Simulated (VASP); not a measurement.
Crystal: InO2.

```
In O
1.0
     3.61181    0.00000    0.00000
     0.00000    3.61181    0.00000
     0.00000    0.00000    3.72244
In O
1 2
Cartesian
  0.0000 0.0000 1.8612
  0.0000 1.8059 1.8612
  1.8059 0.0000 1.8612
```

| Quantity | Value |
| --- | --- |
| Program | VASP 6.6.1 |
| Task | relaxation of cell and atoms |
| Functional | PBE |
| Potentials or basis | VASP PAW PBE potentials, release 64 (In_d, O) |
| Cutoff | 600 eV |
| k mesh | 6 × 6 × 6 |
| Occupations | gaussian, width 0.1 eV |
| Spin | no spin polarisation |

At the start: pressure 47.9 GPa; volume 16.19 Å³/atom.

Problem. Where does the relaxation end?

Solution. Over 13 steps the energy falls by 721.2 meV/atom and the volume is 23.57 Å³/atom (+45.6 %); space group P4/mmm (No. 123, to 0.05 Å).

The path:
| step | energy change (eV) | largest force (eV/Å) | pressure (GPa) | volume (Å³) |
| --- | --- | --- | --- | --- |
| 1 | 0.0000 | 0.0000 | 47.87 | 48.56 |
| 2 | 0.7858 | 0.0000 | -16.47 | 88.78 |
| 3 | -2.0491 | 0.0000 | -2.38 | 63.26 |
| 4 | -2.0762 | 0.0000 | -0.82 | 62.02 |
| 5 | -2.0847 | 0.0000 | 0.94 | 60.82 |
| 6 | -2.0845 | 0.0000 | 0.55 | 61.08 |
| 7 | -2.0971 | 0.0000 | 0.42 | 61.93 |
| 8 | -2.1277 | 0.0000 | 0.17 | 64.48 |
| 9 | -2.1605 | 0.0000 | -0.32 | 69.58 |
| 10 | -2.1623 | 0.0000 | -0.59 | 71.66 |
| 11 | -2.1626 | 0.0000 | -0.50 | 71.06 |
| 12 | -2.1445 | 0.0000 | 2.55 | 69.28 |
| 13 | -2.1636 | 0.0000 | 0.00 | 70.71 |

Final structure:
```
CELL_PARAMETERS angstrom
4.03344 0.00000 0.00000
0.00000 4.03344 0.00000
0.00000 0.00000 4.34653
ATOMIC_POSITIONS crystal
In 0.00000 0.00000 0.50000
O 0.00000 0.50000 0.50000
O 0.50000 0.00000 0.50000
```

Caveat: the volume moved by over 15 % at a fixed basis, so the end points are rough; an odd number of electrons without spin polarisation forces a metal; a magnetic or distorted state may lie lower.
